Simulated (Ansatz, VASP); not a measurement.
# Rh: VASP beside Ansatz

```
CELL_PARAMETERS angstrom
-1.52010 1.52010 1.52010
1.52010 -1.52010 1.52010
1.52010 1.52010 -1.52010
ATOMIC_POSITIONS crystal
Rh 0.00000 0.00000 0.00000
```

Alike in both runs: task relaxation of cell and atoms; functional PBE; k mesh 19 × 19 × 19; occupations fermi-dirac, width 0.05 eV; no spin polarisation.

|  | VASP | Ansatz |
| --- | --- | --- |
| version | VASP 6.6.1 | Ansatz 0.2.0 |
| potentials or method | VASP PAW PBE potentials, release 64 (Rh_pv) | PAW with Ansatz's default frozen-core files, scalar-relativistic |
| plane-wave cutoff (eV) | 600 | 420 |
| valence electrons in the cell | 15 | 17 |

```tsv
	VASP	Ansatz	Ansatz less VASP
relaxed volume (Å³/atom)	14.47	14.47	+0.007
relaxed length of the cell vector where the two differ most in proportion (Å)	2.659	2.659	+0.0004
```

VASP's potentials hold 15 valence electrons a cell and Ansatz's 17, so a difference there can come from the potentials and not from the codes.
